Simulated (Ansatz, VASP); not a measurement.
# Sn: VASP beside Ansatz

```
CELL_PARAMETERS angstrom
-2.94014 2.94014 1.63928
2.94014 -2.94014 1.63928
2.94014 2.94014 -1.63928
ATOMIC_POSITIONS crystal
Sn 0.75000 0.25000 0.50000
Sn 0.00000 0.00000 0.00000
```

Change from the starting cell: strain +0.000 along x and y, +0.025 along z, atoms carried along.

Alike in both runs: task single point; functional r2SCAN; k mesh 16 × 16 × 16; occupations gaussian, width 0.15 eV; no spin polarisation.

|  | VASP | Ansatz |
| --- | --- | --- |
| version | VASP 6.6.1 | Ansatz 0.2.0 |
| potentials or method | VASP PAW PBE potentials, release 64 (Sn_d), cutoff 520 eV | scalar-relativistic, plane waves, PAW |
| valence electrons in the cell | 28 | 28 |

|  | VASP | Ansatz | Ansatz less VASP |
| --- | --- | --- | --- |
| gap on the k mesh at the Fermi level (eV) | none | none | - |
| pressure (GPa) | -1.3 | -1.3 | +0.03 |
| traceless stress, the component that is largest in VASP (GPa) | -1.04 | -1.04 | +0.001 |

VASP's potentials were made for PBE, not for r2SCAN. A gap of «none» marks a metal or a gap that the smearing closes. The functional is the same, so the differences come from potentials, cutoffs and numerics.
